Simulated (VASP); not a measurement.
# Al16SiCl3 in VASP: single point with PBE+D3(BJ)

Aim: the single point of Al16SiCl3 with PBE+D3(BJ).

All numbers are computed with VASP 6.6.1; they aren't measurements. Logs are shortened: lines on timing, memory, paths and dates and some standing lists are left out, and cuts for length are marked.

### 1 The cell of the first run

The cell holds a slab with vacuum, 20 atoms: a = 5.632 Å, b = 5.632 Å, c = 26.599 Å, α = 90.00°, β = 90.00°, γ = 120.00°.

### 2 Single point, PBE+D3(BJ)

INCAR

```
SYSTEM = Al16SiCl3
  PREC = Accurate
  ENCUT = 520
  EDIFF = 1E-6
  ISMEAR = 0
  SIGMA = 0.1
  LREAL = Auto
  LASPH = .True.
  NELM = 80
  ALGO = Normal
  ISIF = 2
  LWAVE = .False.
  LCHARG = .False.
  LDIPOL = .True.
  IDIPOL = 3
  DIPOL = 0.5 0.5 0.498
  GGA = PE
  IVDW = 12
  NBANDS = 52
```

KPOINTS

```
regular mesh
0
Gamma
  6 6 1
  0 0 0
```

POSCAR

```
Al16SiCl3
1.0
    5.6324246406      0.0000000000      0.0000000000
   -2.8162123203      4.8778228237      0.0000000000
    0.0000000000      0.0000000000     26.5994244859
Al Si Cl
16 1 3
Direct
    0.3333333333      0.1666666667      0.3195557861
    0.3333333333      0.6666666667      0.3195557861
    0.8333333333      0.1666666667      0.3195557861
    0.8333333333      0.6666666667      0.3195557861
    0.6666666667      0.3333333333      0.4060023080
    0.6666666667      0.8333333333      0.4060023080
    0.1666666667      0.3333333333      0.4060023080
    0.1666666667      0.8333333333      0.4060023080
    0.0024211268      0.5008325379      0.4912883755
    0.0000000000      0.0000000000      0.4901944694
    0.4991674621      0.5015885889      0.4912883755
    0.4984114111     -0.0024211268      0.4912883755
    0.3333333333      0.6666666667      0.5793298863
    0.3321089656      0.1670348778      0.5773671971
    0.8349259122      0.6678910344      0.5773671971
    0.8329651222      0.1650740878      0.5773671971
    0.3333333333      0.6666666667      0.6711417640
   -0.0032187374      0.3308759491      0.7020896949
    0.6691240509      0.6659053135      0.7020896949
    0.3340946865      1.0032187374      0.7020896949
```

Potentials or basis: VASP PAW PBE potentials, release 64 (Al, Si, Cl).

Command:

```console
$ cat potpaw_PBE.64/Al/POTCAR potpaw_PBE.64/Si/POTCAR potpaw_PBE.64/Cl/POTCAR > POTCAR
$ mpirun -np 1 vasp_std > vasp.out
```

OUTCAR:

```text
SYSTEM = Al16SiCl3
   PREC = Accurate
   ENCUT = 520
   EDIFF = 1E-6
   ISMEAR = 0
   LREAL = Auto
   LASPH = .True.
   NELM = 80
   ISIF = 2
   GGA = PE
   IVDW = 12
 IVDW          = 12

 ion  position               nearest neighbor table
   1  0.333  0.167  0.320-   3 2.82   3 2.82   4 2.82   2 2.82   2 2.82   4 2.82   7 2.82   5 2.82
                             8 2.82
   2  0.333  0.667  0.320-   4 2.82   4 2.82   1 2.82   1 2.82   3 2.82   3 2.82   8 2.82   6 2.82
                             7 2.82
   3  0.833  0.167  0.320-   1 2.82   1 2.82   4 2.82   4 2.82   2 2.82   2 2.82   5 2.82   7 2.82
                             6 2.82
   4  0.833  0.667  0.320-   2 2.82   2 2.82   3 2.82   3 2.82   1 2.82   1 2.82   6 2.82   8 2.82
                             5 2.82
   5  0.667  0.333  0.406-   9 2.80  12 2.80  11 2.80   7 2.82   7 2.82   6 2.82   6 2.82   8 2.82
                             8 2.82   3 2.82   1 2.82   4 2.82
   6  0.667  0.833  0.406-  10 2.77  11 2.79  12 2.79   8 2.82   8 2.82   7 2.82   5 2.82   5 2.82
                             7 2.82   4 2.82   2 2.82   3 2.82
   7  0.167  0.333  0.406-  10 2.77   9 2.79  11 2.79   5 2.82   5 2.82   6 2.82   8 2.82   8 2.82
                             6 2.82   1 2.82   3 2.82   2 2.82
   8  0.167  0.833  0.406-  10 2.77  12 2.79   9 2.79   6 2.82   6 2.82   5 2.82   7 2.82   7 2.82
                             5 2.82   2 2.82   4 2.82   1 2.82
   9  0.002  0.501  0.491-   7 2.79   8 2.79  11 2.80  12 2.80   5 2.80  15 2.81  10 2.81  16 2.82
                            10 2.82  11 2.84  12 2.84  13 2.84
  10  0.000  0.000  0.490-   6 2.77   7 2.77   8 2.77  12 2.81  11 2.81   9 2.81  12 2.82   9 2.82
                            11 2.82  16 2.83  14 2.83  15 2.83
  11  0.499  0.502  0.491-   6 2.79   7 2.79   9 2.80  12 2.80   5 2.80  14 2.81  10 2.81  15 2.82
                            10 2.82   9 2.84  12 2.84  13 2.84
  12  0.498  0.998  0.491-   8 2.79   6 2.79  11 2.80   9 2.80   5 2.80  16 2.81  10 2.81  14 2.82
                            10 2.82   9 2.84  11 2.84  13 2.84
  13  0.333  0.667  0.579-  17 2.44  15 2.81  16 2.81  14 2.81  14 2.82  16 2.82  15 2.82   9 2.84
                            12 2.84  11 2.84
  14  0.332  0.167  0.577-  16 2.81  15 2.81  13 2.81  11 2.81  12 2.82  13 2.82  16 2.83  15 2.83
                            10 2.83
  15  0.835  0.668  0.577-  16 2.81  14 2.81  13 2.81   9 2.81  11 2.82  13 2.82  14 2.83  16 2.83
                            10 2.83
  16  0.833  0.165  0.577-  14 2.81  15 2.81  13 2.81  12 2.81   9 2.82  13 2.82  14 2.83  15 2.83
                            10 2.83
  17  0.333  0.667  0.671-  20 2.06  18 2.06  19 2.06  13 2.44
  18  0.997  0.331  0.702-  17 2.06
  19  0.669  0.666  0.702-  17 2.06
  20  0.334  0.003  0.702-  17 2.06

  LATTYP: Found a hexagonal cell.
 ALAT       =     5.6324246406
 C/A-ratio  =     4.7225531069

  Lattice vectors:

 A1 = (   5.6324246406,   0.0000000000,   0.0000000000)
 A2 = (  -2.8162123203,   4.8778228237,   0.0000000000)
 A3 = (   0.0000000000,   0.0000000000,  26.5994244859)

Analysis of symmetry for initial positions (statically):
=====================================================================
 Subroutine PRICEL returns:
 Original cell was already a primitive cell.

 Routine SETGRP: Setting up the symmetry group for a
 hexagonal supercell.

 Subroutine GETGRP returns: Found  3 space group operations
 (whereof  3 operations were pure point group operations)
 out of a pool of 24 trial point group operations.

The static configuration has the point symmetry C_3 .

Analysis of symmetry for dynamics (positions and initial velocities):
=====================================================================
 Subroutine PRICEL returns:
 Original cell was already a primitive cell.

 Routine SETGRP: Setting up the symmetry group for a
 hexagonal supercell.

 Subroutine GETGRP returns: Found  3 space group operations
 (whereof  3 operations were pure point group operations)
 out of a pool of 24 trial point group operations.

The dynamic configuration has the point symmetry C_3 .

 Subroutine INISYM returns: Found  3 space group operations
 (whereof  3 operations are pure point group operations),
 and found     1 'primitive' translations

----------------------------------------------------------------------------------------

                                     Primitive cell

  volume of cell :     730.7918

  direct lattice vectors                    reciprocal lattice vectors
     5.632424641  0.000000000  0.000000000     0.177543432  0.102504748  0.000000000
    -2.816212320  4.877822824  0.000000000     0.000000000  0.205009496  0.000000000
     0.000000000  0.000000000 26.599424486     0.000000000  0.000000000  0.037594798

  length of vectors
     5.632424641  5.632424641 26.599424486     0.205009496  0.205009496  0.037594798

  position of ions in fractional coordinates (direct lattice)
     0.333333333  0.166666667  0.319555786
     0.333333333  0.666666667  0.319555786
     0.833333333  0.166666667  0.319555786
     0.833333333  0.666666667  0.319555786
     0.666666667  0.333333333  0.406002308
     0.666666667  0.833333333  0.406002308
[... 12 lines left out ...]
     0.669124051  0.665905313  0.702089695
     0.334094687  0.003218737  0.702089695

  ion indices of the primitive-cell ions
   primitive index   ion index
                 1           1
                 2           2
                 3           3
                 4           4
                 5           5
                 6           6
[... 12 lines left out ...]
                19          19
                20          20

----------------------------------------------------------------------------------------

 KPOINTS: regular mesh

Automatic generation of k-mesh.
 Grid dimensions read from file:
 generate k-points for:    6    6    1

 Generating k-lattice:

  Cartesian coordinates                     Fractional coordinates (reciprocal lattice)
     0.029590572  0.017084125  0.000000000     0.166666667  0.000000000  0.000000000
     0.000000000  0.034168249  0.000000000     0.000000000  0.166666667  0.000000000
     0.000000000  0.000000000  0.037594798     0.000000000  0.000000000  1.000000000

  Length of vectors
     0.034168249  0.034168249  0.037594798

  Shift w.r.t. Gamma in fractional coordinates (k-lattice)
     0.000000000  0.000000000  0.000000000

 Subroutine IBZKPT returns following result:
 ===========================================

 Found      8 irreducible k-points:

 Following reciprocal coordinates:
            Coordinates               Weight
  0.000000  0.000000  0.000000      1.000000
  0.166667 -0.000000  0.000000      6.000000
  0.333333  0.000000  0.000000      6.000000
  0.500000  0.000000  0.000000      3.000000
  0.166667  0.166667  0.000000      6.000000
  0.333333  0.166667  0.000000      6.000000
 -0.333333  0.500000  0.000000      6.000000
  0.333333  0.333333  0.000000      2.000000
   k-points           NKPTS =      8   k-points in BZ     NKDIM =      8   number of bands    NBANDS=     52
   number of dos      NEDOS =    301   number of ions     NIONS =     20
   total plane-waves  NPLWV = 352800
   dimension x,y,z NGX =    42 NGY =   42 NGZ =  200
   dimension x,y,z NGXF=    84 NGYF=   84 NGZF=  400
   ions per type =              16   1   3
   NGX,Y,Z   is equivalent  to a cutoff of  12.40, 12.40, 12.50 a.u.
   NGXF,Y,Z  is equivalent  to a cutoff of  24.79, 24.79, 25.00 a.u.
 SYSTEM =  Al16SiCl3
   PREC   = accura    normal or accurate (medium, high low for compatibility)
   ISTART =      0    job   : 0-new  1-cont  2-samecut
   ICHARG =      2    charge: 1-file 2-atom 10-const
   ISPIN  =      1    spin polarized calculation?
   LNONCOLLINEAR =      F non collinear calculations
   LSORBIT =      F    spin-orbit coupling
   LASPH  =      T    aspherical Exc in radial PAW
   ENCUT  =  520.0 eV  38.22 Ry    6.18 a.u.  10.47 10.47 49.46*2*pi/ulx,y,z
   NELM   =     80;   NELMIN=  2; NELMDL= -5     # of ELM steps
   EDIFF  = 0.1E-05   stopping-criterion for ELM
   LREAL  =      T    real-space projection
   EDIFFG = 0.1E-04   stopping-criterion for IOM
   NSW    =      0    number of steps for IOM
   IBRION =     -1    ionic relax: 0-MD 1-quasi-New 2-CG
   NFREE  =      0    steps in history (QN), initial steepest desc. (CG)
   ISIF   =      2    stress and relaxation
   ISYM   =      2    0-nonsym 1-usesym 2-fastsym
   POTIM  = 0.5000    time-step for ionic-motion
   TEBEG  =    0.0;   TEEND  =   0.0 temperature during run
   PSTRESS=    0.0 pullay stress
   NELECT =      73.0000    total number of electrons
   NUPDOWN=      -1.0000    fix difference up-down
   EMIN   =  10.00;   EMAX   =-10.00  energy-range for DOS
   EFERMI =   0.00;   METHOD = LEGACY
   ISMEAR =     0;   SIGMA  =   0.10  broadening in eV -4-tet -1-fermi 0-gaus
   EFERMI_NEDOS =   21; number of points for ismear=-14 and -15
   IALGO  =     38    algorithm
   IMIX   =      4    mixing-type and parameters
     AMIX     =   0.40;   BMIX     =  1.00
     AMIX_MAG =   1.60;   BMIX_MAG =  1.00
  volume/ion in A,a.u.               =      36.54       246.58
  Fermi-wavevector in a.u.,A,eV,Ry     =   0.759599  1.435435  7.850441  0.576991
  Thomas-Fermi vector in A             =   1.858430
   LORBIT       =      0    0 simple, 1 ext, 2 COOP (PROOUT), +10 PAW based schemes
   GGA     = PE    functional components
   LHFCALC =     F    Hartree Fock is set to
   AEXX    =    0.0000 exact exchange contribution
   IVDW    =    12    specifies the selected vdW correction
   LEPSILON=     F    determine dielectric tensor
   LRPA    =     F    only Hartree local field effects (RPA)
 non-spin polarized calculation
 Gauss-broadening in eV      SIGMA  =   0.10
  energy-cutoff  :      520.00
  volume of cell :      730.79
 maximum number of plane-waves:     19755
 NGX is ok and might be reduce to    42
   NGX = 21   NGY = 21   NGZ = 99

 dipolmoment           0.000000      0.000000     -0.397311 electrons x Angstroem

 number of electron      72.9999996 magnetization

 dipolmoment           0.000000      0.000000      0.207348 electrons x Angstroem

 Free energy of the ion-electron system (eV)
  ---------------------------------------------------
  ext. energy  EPLUGINS =         0.00000000
  ---------------------------------------------------
  free energy    TOTEN  =       -72.22124818 eV

  energy without entropy =      -72.19740084  energy(sigma->0) =      -72.20932451

 E-fermi :   0.9579     XC(G=0):  -5.2826

 val. band max:        0.8529955483   @ k =  -0.3333   0.5000   0.0000
 cond. band min:       0.9597279098   @ k =   0.0000   0.0000   0.0000
 fundamental gap:      0.1067323615
 Fermi energy:         0.9579294332

 k-point     1 :       0.0000    0.0000    0.0000
  band No.  band energies     occupation
      1     -16.0905      2.00000
      2     -14.7101      2.00000
      3     -14.7101      2.00000
      4     -10.1361      2.00000
      5      -9.0549      2.00000
      6      -7.7869      2.00000
[... 40 lines left out ...]
     47       3.2739      0.00000
     48       3.3645      0.00000
[... 355 lines left out ...]
     47       3.9827      0.00000
     48       4.0041      0.00000
 [bands above 48 left out]

------------------------ aborting loop because EDIFF is reached ----------------------------------------

 vacuum level on the upper side and lower side of the slab       (xc-potential included)         0.527        -0.783

 Edisp (eV)   -5.28901

 E8    (eV) :    -2.3672

  FORCE on cell =-STRESS in cart. coord.  units (eV):
  Direction    XX          YY          ZZ          XY          YZ          ZX
  --------------------------------------------------------------------------------------
  -------------------------------------------------------------------------------------
  Total       1.82614     1.82614     0.09261     0.00000     0.00000     0.00000
  in kB       4.00361     4.00361     0.20303     0.00000     0.00000     0.00000
  external pressure =        2.74 kB  Pullay stress =        0.00 kB

 VOLUME and BASIS-vectors are now :
 -----------------------------------------------------------------------------
  energy-cutoff  :      520.00
  volume of cell :      730.79
      direct lattice vectors                 reciprocal lattice vectors
     5.632424641  0.000000000  0.000000000     0.177543432  0.102504748  0.000000000
    -2.816212320  4.877822824  0.000000000     0.000000000  0.205009496  0.000000000
     0.000000000  0.000000000 26.599424486     0.000000000  0.000000000  0.037594798

 POSITION                                       TOTAL-FORCE (eV/Angst)
 -----------------------------------------------------------------------------------
      1.40811      0.81297      8.50000        -0.025267     -0.013080     -0.052788
     -0.00000      3.25188      8.50000         0.000000     -0.000000      0.045155
      4.22432      0.81297      8.50000         0.023961     -0.015342     -0.052788
      2.81621      3.25188      8.50000         0.001306      0.028422     -0.052788
      2.81621      1.62594     10.79943         0.000000     -0.000000      0.099420
      1.40811      4.06485     10.79943        -0.042828     -0.029798      0.004221
[... 12 lines left out ...]
      1.89346      3.24817     18.67518        -0.046582      0.001343     -0.024704
      1.87270      0.01570     18.67518         0.022128     -0.041013     -0.024704
 -----------------------------------------------------------------------------------
    total drift:                                0.000001      0.000000     -0.015649

  FREE ENERGIE OF THE ION-ELECTRON SYSTEM (eV)
  ---------------------------------------------------
  free  energy   TOTEN  =       -77.5102564999 eV

  energy  without entropy=      -77.4864091598  energy(sigma->0) =      -77.49833283

 vacuum level on the upper side and lower side of the slab         6.256         4.905
```

Run time: 7.6 min. Hardware: 1 thread of Intel Xeon 6975P-C (Granite Rapids), shared host; peak memory 0.78 GiB.

What came out:

```yaml
Free_energy: -77.5103 eV
Largest_force: 0.099 eV/Å
Band_gap_on_the_k_mesh: zero (an odd number of electrons rules out a gap without spin polarisation)
Dispersion_energy_per_atom: -0.264 eV
```

Forces in eV/Å, atoms in the order of the input:
```
Al  -0.025 -0.013 -0.053
Al   0.000  0.000  0.045
Al   0.024 -0.015 -0.053
Al   0.001  0.028 -0.053
Al   0.000  0.000  0.099
Al  -0.043 -0.030  0.004
Al  -0.004  0.052  0.004
Al   0.047 -0.022  0.004
Al   0.007  0.001  0.001
Al   0.000  0.000 -0.001
Al  -0.005  0.006  0.001
Al  -0.003 -0.007  0.001
Al   0.000  0.000  0.004
Al  -0.002  0.002 -0.001
Al   0.003  0.001 -0.001
Al  -0.001 -0.002 -0.001
Si   0.000  0.000  0.072
Cl   0.024  0.040 -0.025
Cl  -0.047  0.001 -0.025
Cl   0.022 -0.041 -0.025
```

Caveat: an odd number of electrons without spin polarisation forces a metal; a magnetic or distorted state may lie lower.

The gap in the log of VASP goes by the Fermi energy; the results here count the filled bands.